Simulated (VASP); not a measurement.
Set up this calculation in VASP 6.6.1, as the native input.

```
Task                   : relaxation of cell and atoms
Functional             : PBE
Potentials or basis    : VASP PAW PBE potentials, release 64 (Ge_d, Bi_d, S)
Cutoff                 : 600 eV
k mesh                 : 6 × 6 × 2
Occupations            : gaussian, width 0.1 eV
Spin                   : no spin polarisation
Dipole correction      : no
Further INCAR settings : ALGO = Normal; EDIFF = 1e-06; IBRION = 2; EDIFFG = -0.04; NSW = 90; ISIF = 3
```

The structure of Ge2Bi2S lies in POSCAR:

```
Ge2Bi2S
1.0
    4.0955532700      0.0000000000      0.0000000000
   -2.0477766300      3.5468531700      0.0000000000
    0.0000000000      0.0000000000      8.8812930100
Ge Bi S
2 2 1
Direct
    0.0000000000      0.0000000000      0.1351671100
    0.0000000000      0.0000000000      0.8648328900
    0.3333333300      0.6666666700      0.9348993000
    0.6666666700      0.3333333300      0.0651007000
    0.0000000000      0.0000000000      0.5000000000
```

The cell was built from a structure type or drawn by symmetry, and may not be a known phase.

These files were run (other wordings do the same):

INCAR

```
PREC = Accurate ; ENCUT = 600
EDIFF = 1E-6 ; ISMEAR = 0
SIGMA = 0.1 ; LREAL = False
LASPH = True ; NELM = 100
ALGO = Normal ; ISIF = 3
LWAVE = False ; LCHARG = False
GGA = PE ; IBRION = 2
NSW = 90 ; EDIFFG = -0.04
```

KPOINTS

```
Automatic mesh
0
Gamma
  6 6 2
```

Potentials or basis: VASP PAW PBE potentials, release 64 (Ge_d, Bi_d, S).

Launch:

```console
$ cat potpaw_PBE.64/Ge_d/POTCAR potpaw_PBE.64/Bi_d/POTCAR potpaw_PBE.64/S/POTCAR > POTCAR
$ mpirun -np 1 vasp_std > vasp.out
```

It gave:

```json
{"Relaxed volume": "33.11 Å³/atom", "Relaxed cell": "a = 4.654 Å, b = 4.654 Å, c = 8.827 Å, α = 90.00°, β = 90.00°, γ = 120.00°", "Space group after relaxing (to 0.1 Å)": "P-3m1 (No. 164)", "Energy gained by relaxing": "2619.8 meV/atom", "Ionic steps": "23", "Pressure after relaxing": "0.1 GPa", "Largest force after relaxing": "0.034 eV/Å", "Band gap on the k mesh": "zero (bands 32 and 33 overlap by 1.04 eV)"}
```

Caveat: the volume moved by over 15 % at a fixed basis, so the end points are rough; spin-orbit coupling is left out, which moves the levels of the heavy elements.

Wall time 13 min on 1 thread of AMD EPYC 9R45 96-Core Processor (Zen 5), on a shared host, peak memory 0.32 GiB.
